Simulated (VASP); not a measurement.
A run of VASP 6.6.1:

File INCAR:

```
PREC = Accurate
ENCUT = 600
EDIFF = 1E-6
ISMEAR = -1
SIGMA = 0.1
LREAL = F
LASPH = T
NELM = 120
ALGO = Normal
ISIF = 2
LWAVE = F
LCHARG = F
GGA = PE
NBANDS = 11
GGA_COMPAT = F
```

KPOINTS

```
regular mesh
0
Gamma
  15 15 15
```

The input POSCAR:

```
Ni
1.0
    2.3869790239      0.0000000000      0.0000000000
    0.0000000000      2.3869790239      0.0000000000
    0.0000000000      0.0000000000      2.3869790239
Ni
1
Direct
    0.0000000000      0.0000000000      0.0000000000
```

Potentials or basis: VASP PAW PBE potentials, release 64 (Ni).

Run with:

```bash
$ cat potpaw_PBE.64/Ni/POTCAR > POTCAR
$ mpirun -np 1 vasp_std > vasp.out
```

Hardware: 1 thread of Intel(R) Xeon(R) Platinum 8259CL CPU @ 2.50GHz (Skylake/Cascade Lake), with other jobs on the host.

Q: How long does it take, and how much memory?

A: It took 13 s on 1 thread of Intel(R) Xeon(R) Platinum 8259CL CPU @ 2.50GHz (Skylake/Cascade Lake), on a shared host, peak memory 0.13 GiB. Counts: scf iterations 11, k points 120.
